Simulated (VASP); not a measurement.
GaN, 2 atoms in the cell. The structure is hexagonal, space group P-6m2 (No. 187). The conventional cell has a = 2.981 Å, b = 2.981 Å, c = 2.683 Å, α = 90.00°, β = 90.00°, γ = 120.00°. Ga (site symmetry -6m2) has 6 N at 2.18 Å and 8 Ga at 2.68 to 2.98 Å within 3.0 Å. Within 3.0 Å of N (site symmetry -6m2) lie 6 Ga at 2.18 Å and 8 N at 2.68 to 2.98 Å. 

| Property | Result |
| --- | --- |
| Program | VASP 6.6.1 |
| Task | single point |
| Functional | PBE0 |
| Potentials or basis | VASP PAW PBE potentials, release 64 (Ga_d, N) |
| Cutoff | 520 eV |
| k mesh | 5 × 5 × 5 |
| Occupations | fermi-dirac, width 0.05 eV |
| Spin | no spin polarisation |
| Dipole correction | no |
| Grid for exact exchange (PRECFOCK) | Normal |
| Further INCAR settings | ALGO = Normal; EDIFF = 1e-06; NBANDS = 16 |
| Share of exact exchange | 0.25 |

Potentials or basis: VASP PAW PBE potentials, release 64 (Ga_d, N).

Run with:

```bash
$ cat potpaw_PBE.64/Ga_d/POTCAR potpaw_PBE.64/N/POTCAR > POTCAR
$ cp INCAR.step1 INCAR
$ mpirun -np 1 vasp_std > vasp.out
$ cp INCAR.step2 INCAR
$ mpirun -np 1 vasp_std > vasp.out
```

Hardware: 1 thread of Intel Xeon 8259CL, on a shared host.

Estimate the wall time of this run.

It took 45 min on 1 thread of Intel Xeon 8259CL (shared host), peak memory 0.15 GiB. Counts: k points 27.
